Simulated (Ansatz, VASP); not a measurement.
## Two plane-wave programs on Cd

The input INCAR:

```
  PREC = Accurate
  ENCUT = 520
  EDIFF = 1E-7
  ISMEAR = 0
  SIGMA = 0.1
  LREAL = F
  LASPH = T
  NELM = 100
  ALGO = Fast
  ISIF = 2
  LWAVE = F
  LCHARG = F
  GGA = PE
  NBANDS = 32
```

File KPOINTS:

```
regular mesh
0
Gamma
  18 18 6
```

Contents of POSCAR:

```
Cd
1.0
    3.0320205197      0.0000000000      0.0000000000
   -1.5160102599      2.6258067949      0.0000000000
    0.0000000000      0.0000000000     11.5392996872
Cd
4
Direct
    0.0000000000      0.0000000000      0.0000000000
    0.3333333333      0.6666666667      0.2500000000
    0.0000000000      0.0000000000      0.5000000000
    0.6666666667      0.3333333333      0.7500000000
```

Input for Ansatz:

```yaml
crystal:
  lattice:
    - [3.0320205197, 0.0, 0.0]
    - [-1.5160102599, 2.6258067949, 0.0]
    - [0.0, 0.0, 11.5392996872]
  atoms:
    - { symbol: Cd, position: [0.0, 0.0, 0.0] }
    - { symbol: Cd, position: [0.3333333333, 0.6666666667, 0.25] }
    - { symbol: Cd, position: [0.0, 0.0, 0.5] }
    - { symbol: Cd, position: [0.6666666667, 0.3333333333, 0.75] }
basis:
  ecutwfc: 420
kpoints:
  mp_grid: { grid: [18, 18, 6] }
hamiltonian:
  xc: pbe
scf:
  occupations: { method: gaussian, width: 0.1 }
output:
  forces: true
  stress: true
  eigenvalues: true
```

Alike in both runs: task single point; functional PBE; k mesh 18 × 18 × 6; occupations gaussian, width 0.1 eV; no spin polarisation.

|  | VASP | Ansatz |
| --- | --- | --- |
| version | VASP 6.6.1 | Ansatz 0.2.0 |
| potentials or method | VASP PAW PBE potentials, release 64 (Cd), cutoff 520 eV | scalar-relativistic, plane waves, PAW |
| valence electrons in the cell | 48 | 80 |

```tsv
	VASP	Ansatz	Ansatz less VASP
gap on the k mesh at the Fermi level (eV)	none	none	-
pressure (GPa)	0.2	0.0	-0.28
traceless stress, the component that is largest in VASP (GPa)	0.16	0.28	+0.119
```

A gap of «none» marks a metal or a gap that the smearing closes. The functional is the same, so the differences come from potentials, cutoffs and numerics. VASP's potentials hold 48 valence electrons a cell and Ansatz's 80, so a difference there can come from the potentials and not from the codes.
